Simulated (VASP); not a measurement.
# AgBr (Fm-3m) in VASP: settings compared, part 2 of 2

VASP 6.6.1. The steps go on from the part before.

## (4) Relaxation of cell and atoms, LDA

This run uses another cell than the first one, of 24.94 Å³/atom, 1.030 times its volume.

File INCAR:

```
SYSTEM = AgBr
PREC = Accurate
ENCUT = 500
EDIFF = 1E-7
ISMEAR = -1
SIGMA = 0.02
LREAL = .FALSE.
LASPH = .TRUE.
NELM = 120
ALGO = Normal
ISIF = 3
LWAVE = .FALSE.
LCHARG = .FALSE.
IBRION = 2
NSW = 80
EDIFFG = -0.005
GGA_COMPAT = .FALSE.
NELMIN = 4
```

File KPOINTS:

```
Automatic mesh
0
G
  8 8 8
  0 0 0
```

File POSCAR:

```
AgBr
1.0
    0.0000000000      2.9216612931      2.9216612931
    2.9216612931      0.0000000000      2.9216612931
    2.9216612931      2.9216612931      0.0000000000
Ag Br
1 1
Direct
    0.0000000000      0.0000000000      0.0000000000
    0.5000000000      0.5000000000      0.5000000000
```

Potentials or basis: VASP PAW LDA potentials, release 64 (Ag, Br).

The run is started by

```bash
cat potpaw_LDA.64/Ag/POTCAR potpaw_LDA.64/Br/POTCAR > POTCAR
mpirun -np 1 vasp_std > vasp.out
```

OUTCAR:

```text
SYSTEM = AgBr
   PREC = Accurate
   ENCUT = 500
   EDIFF = 1E-7
   ISMEAR = -1
   LREAL = .FALSE.
   LASPH = .TRUE.
   NELM = 120
   ISIF = 3
   IBRION = 2
   NSW = 80
   EDIFFG = -0.005
   NELMIN = 4

 ion  position               nearest neighbor table
   1  0.000  0.000  0.000-   2 2.92   2 2.92   2 2.92   2 2.92   2 2.92   2 2.92
   2  0.500  0.500  0.500-   1 2.92   1 2.92   1 2.92   1 2.92   1 2.92   1 2.92

  LATTYP: Found a face centered cubic cell.
 ALAT       =     5.8433225862

  Lattice vectors:

 A1 = (   0.0000000000,   2.9216612931,   2.9216612931)
 A2 = (   2.9216612931,   0.0000000000,   2.9216612931)
 A3 = (   2.9216612931,   2.9216612931,   0.0000000000)

Analysis of symmetry for initial positions (statically):
=====================================================================
 Subroutine PRICEL returns:
 Original cell was already a primitive cell.

 Routine SETGRP: Setting up the symmetry group for a
 face centered cubic supercell.

 Subroutine GETGRP returns: Found 48 space group operations
 (whereof 48 operations were pure point group operations)
 out of a pool of 48 trial point group operations.

The static configuration has the point symmetry O_h .

Analysis of symmetry for dynamics (positions and initial velocities):
=====================================================================
 Subroutine PRICEL returns:
 Original cell was already a primitive cell.

 Routine SETGRP: Setting up the symmetry group for a
 face centered cubic supercell.

 Subroutine GETGRP returns: Found 48 space group operations
 (whereof 48 operations were pure point group operations)
 out of a pool of 48 trial point group operations.

The dynamic configuration has the point symmetry O_h .

 Subroutine INISYM returns: Found 48 space group operations
 (whereof 48 operations are pure point group operations),
 and found     1 'primitive' translations

----------------------------------------------------------------------------------------

                                     Primitive cell

  volume of cell :      49.8792

  direct lattice vectors                    reciprocal lattice vectors
     0.000000000  2.921661293  2.921661293    -0.171135512  0.171135512  0.171135512
[... 101 lines left out ...]
   ISMEAR =    -1;   SIGMA  =   0.02  broadening in eV -4-tet -1-fermi 0-gaus
   EFERMI_NEDOS =   21; number of points for ismear=-14 and -15
   IALGO  =     38    algorithm
   IMIX   =      4    mixing-type and parameters
     AMIX     =   0.40;   BMIX     =  1.00
     AMIX_MAG =   1.60;   BMIX_MAG =  1.00
  volume/ion in A,a.u.               =      24.94       168.30
  Fermi-wavevector in a.u.,A,eV,Ry     =   1.165536  2.202544 18.483172  1.358475
  Thomas-Fermi vector in A             =   2.302061
   LORBIT       =      0    0 simple, 1 ext, 2 COOP (PROOUT), +10 PAW based schemes
   GGA     = CA    functional components
   LHFCALC =     F    Hartree Fock is set to
   AEXX    =    0.0000 exact exchange contribution
   IVDW    =     0    specifies the selected vdW correction
   LEPSILON=     F    determine dielectric tensor
   LRPA    =     F    only Hartree local field effects (RPA)
 conjugate gradient relaxation of ions
 non-spin polarized calculation
  energy-cutoff  :      500.00
  volume of cell :       49.88
 maximum number of plane-waves:      1283
   NGX = 15   NGY = 15   NGZ = 15

--------------------------------------- Ionic step        1  -------------------------------------------

 number of electron      18.0000001 magnetization

 Free energy of the ion-electron system (eV)
  ---------------------------------------------------
  ext. energy  EPLUGINS =         0.00000000
  ---------------------------------------------------
  free energy    TOTEN  =        -6.27838127 eV

  energy without entropy =       -6.27838112  energy(sigma->0) =       -6.27838119

 E-fermi :   3.0779     XC(G=0): -10.0151

 val. band max:        2.8430594635   @ k =   0.5000   0.0000   0.0000
 cond. band min:       3.2657688059   @ k =   0.0000   0.0000   0.0000
 fundamental gap:      0.4227093424
 Fermi energy:         3.0778850521

 k-point     1 :       0.0000    0.0000    0.0000
  band No.  band energies     occupation
      1     -11.9198      2.00000
      2       0.1944      2.00000
      3       0.1944      2.00000
      4       0.1969      2.00000
      5       0.1969      2.00000
      6       0.1969      2.00000
      7       1.1022      2.00000
      8       1.1022      2.00000
      9       1.1022      2.00000
     10       3.2658      0.00017
     11      12.6795      0.00000
     12      12.6795      0.00000
     13      12.6795      0.00000
[... 439 lines left out ...]
--------------------------------------- Ionic step        3  -------------------------------------------

 number of electron      18.0000002 magnetization

 Free energy of the ion-electron system (eV)
  ---------------------------------------------------
  ext. energy  EPLUGINS =         0.00000000
  ---------------------------------------------------
  free energy    TOTEN  =        -6.41352766 eV

  energy without entropy =       -6.41352749  energy(sigma->0) =       -6.41352757

 E-fermi :   4.7964     XC(G=0): -10.6780

 val. band max:        4.5660349493   @ k =   0.5000   0.0000   0.0000
 cond. band min:       4.9828943762   @ k =   0.0000   0.0000   0.0000
 fundamental gap:      0.4168594270
 Fermi energy:         4.7963941511

 k-point     1 :       0.0000    0.0000    0.0000
  band No.  band energies     occupation
      1     -11.0937      2.00000
      2       1.3116      2.00000
      3       1.3116      2.00000
      4       1.3116      2.00000
      5       1.3141      2.00000
      6       1.3141      2.00000
      7       2.3312      2.00000
      8       2.3312      2.00000
      9       2.3312      2.00000
     10       4.9829      0.00018
     11      14.3829      0.00000
     12      14.3829      0.00000
     13      14.3829      0.00000
[... 397 lines left out ...]
  FREE ENERGIE OF THE ION-ELECTRON SYSTEM (eV)
  ---------------------------------------------------
  free  energy   TOTEN  =        -6.4135276552 eV

  energy  without entropy=       -6.4135274936  energy(sigma->0) =       -6.41352757

 reached required accuracy - stopping structural energy minimisation
```

Run time: 31 s. Hardware: 1 thread of Intel Xeon Platinum 8488C (Sapphire Rapids), shared host; peak memory 0.16 GiB.

What came out:

```yaml
Free_energy: -6.4135 eV
Relaxed_volume: 21.79 Å³/atom
Relaxed_cell: a = 3.950 Å, b = 3.950 Å, c = 3.950 Å, α = 60.00°, β = 60.00°, γ = 60.00°
Space_group_after_relaxing_to_0.05_Å: Fm-3m (No. 225)
Energy_gained_by_relaxing: 67.6 meV/atom
Ionic_steps: 3
Pressure_after_relaxing: 0.0 GPa
Band_gap_on_the_k_mesh: 0.42 eV, indirect (least direct gap 2.65 eV)
```

The path:
| step | energy change (eV) | largest force (eV/Å) | pressure (GPa) | volume (Å³) |
| --- | --- | --- | --- | --- |
| 1 | 0.0000 | 0.0000 | -5.96 | 49.88 |
| 2 | -0.1351 | 0.0000 | 0.15 | 43.48 |
| 3 | -0.1351 | 0.0000 | 0.00 | 43.58 |

Final structure:
```
Ag Br
1.0
     0.00000    2.79310    2.79310
     2.79310    0.00000    2.79310
     2.79310    2.79310    0.00000
Ag Br
1 1
Cartesian
  0.0000 0.0000 0.0000
  2.7931 2.7931 2.7931
```

Caveat: the volume moved by -13 % from the deposited cell, more than functionals usually miss. Expect the measured gap to be larger: semilocal functionals such as LDA lack the derivative discontinuity.

## (5) Relaxation of cell and atoms, r2SCAN

This run uses another cell than the first one, of 24.94 Å³/atom, 1.030 times its volume.

POSCAR is that of step 4.

File INCAR.step1:

```
  ALGO = Normal
  EDIFF = 1E-5
  EDIFFG = -0.005
  ENCUT = 550
  GGA = PE
  GGA_COMPAT = False
  IBRION = 2
  ISIF = 3
  ISMEAR = -1
  LASPH = True
  LCHARG = False
  LREAL = False
  LWAVE = True
  NELM = 120
  NELMIN = 4
  NSW = 100
  PREC = Accurate
  SIGMA = 0.02
```

File INCAR.step2:

```
  ALGO = Normal
  EDIFF = 1E-7
  EDIFFG = -0.005
  ENCUT = 550
  GGA_COMPAT = False
  IBRION = 2
  ISIF = 3
  ISMEAR = -1
  ISTART = 1
  LASPH = True
  LCHARG = False
  LMIXTAU = True
  LREAL = False
  LWAVE = False
  METAGGA = R2SCAN
  NELM = 120
  NELMIN = 4
  NSW = 80
  PREC = Accurate
  SIGMA = 0.02
```

File KPOINTS:

```
k-points
0
Gamma
  8 8 8
```

Potentials or basis: VASP PAW PBE potentials, release 64 (Ag, Br).

The run is started by

```bash
cat potpaw_PBE.64/Ag/POTCAR potpaw_PBE.64/Br/POTCAR > POTCAR
cp INCAR.step1 INCAR
mpirun -np 1 vasp_std > vasp.out
cp INCAR.step2 INCAR
mpirun -np 1 vasp_std > vasp.out
```

Wall time 2.2 min (1 thread of Intel Xeon Platinum 8488C (Sapphire Rapids), shared host); peak memory 0.21 GiB.

Results (log left out):

* Free energy: -35.5149 eV
* Relaxed volume: 24.17 Å³/atom
* Relaxed cell: a = 4.089 Å, b = 4.089 Å, c = 4.089 Å, α = 60.00°, β = 60.00°, γ = 60.00°
* Space group after relaxing (to 0.05 Å): Fm-3m (No. 225)
* Energy gained by relaxing: 3.3 meV/atom
* Ionic steps: 2
* Pressure after relaxing: 0.0 GPa
* Band gap on the k mesh: 1.25 eV, indirect (least direct gap 3.19 eV)

The path:
```csv
step,energy change (eV),largest force (eV/Å),pressure (GPa),volume (Å³)
1,0.0000,0.0000,-1.38,49.88
2,-0.0066,0.0000,0.00,48.34
```

Final structure:
```xyz
2
Lattice="0.0000 2.8914 2.8914 2.8914 0.0000 2.8914 2.8914 2.8914 0.0000" Properties=species:S:1:pos:R:3 pbc="T T T"
Ag    5.7828    5.7828    5.7828
Br    2.8914    2.8914    2.8914
```

Levels at points of the mesh, in eV from the valence-band top:
```csv
k point,band 7,band 8,band 9,band 10,band 11,band 12
"(0.00, 0.00, 0.00)",-1.95,-1.95,-1.95,1.25,10.42,10.42
"(0.50, 0.00, 0.00)",-2.06,0.00,0.00,4.30,7.09,7.41
"(0.50, 0.50, 0.00)",-2.31,-2.31,-2.19,2.19,7.45,9.62
```

Caveat: the PAW data sets were made with another functional, which shifts forces and pressure a little. r2SCAN opens gaps a little over a GGA but as a rule still falls short of measured ones.

## (6) Summary

| task | level | potentials or basis | cell | cutoff (eV) | smearing | gap on the mesh (eV) | pressure (GPa) | relaxed volume (Å³/atom) |
| --- | --- | --- | --- | --- | --- | --- | --- | --- |
| single point | r2SCAN | VASP PAW PBE potentials, release 64 (Ag, Br) | a = 4.091 Å, angles 60.0°, 2 atoms | 550 | gaussian 0.01 eV | 1.25 | -0.1 | - |
| relaxation of cell and atoms | PBEsol | VASP PAW PBE potentials, release 64 (Ag, Br) | relaxed from a = 4.132 Å, angles 60.0°, 2 atoms | 500 | fermi-dirac 0.02 eV | 0.50 | 0.0 | 22.82 |
| relaxation of cell and atoms | LDA | VASP PAW LDA potentials, release 64 (Ag, Br) | relaxed from a = 4.132 Å, angles 60.0°, 2 atoms | 500 | fermi-dirac 0.02 eV | 0.42 | 0.0 | 21.79 |
| relaxation of cell and atoms | r2SCAN | VASP PAW PBE potentials, release 64 (Ag, Br) | relaxed from a = 4.132 Å, angles 60.0°, 2 atoms | 550 | fermi-dirac 0.02 eV | 1.25 | 0.0 | 24.17 |

Alike in all rows: no spin polarisation; k mesh 8 × 8 × 8.

Caveats: the PAW data sets were made with another functional, which shifts forces and pressure a little (some runs); the volume moved by -13 % from the deposited cell, more than functionals usually miss (some runs).

Absolute energies hang on the potentials; compare differences alone.
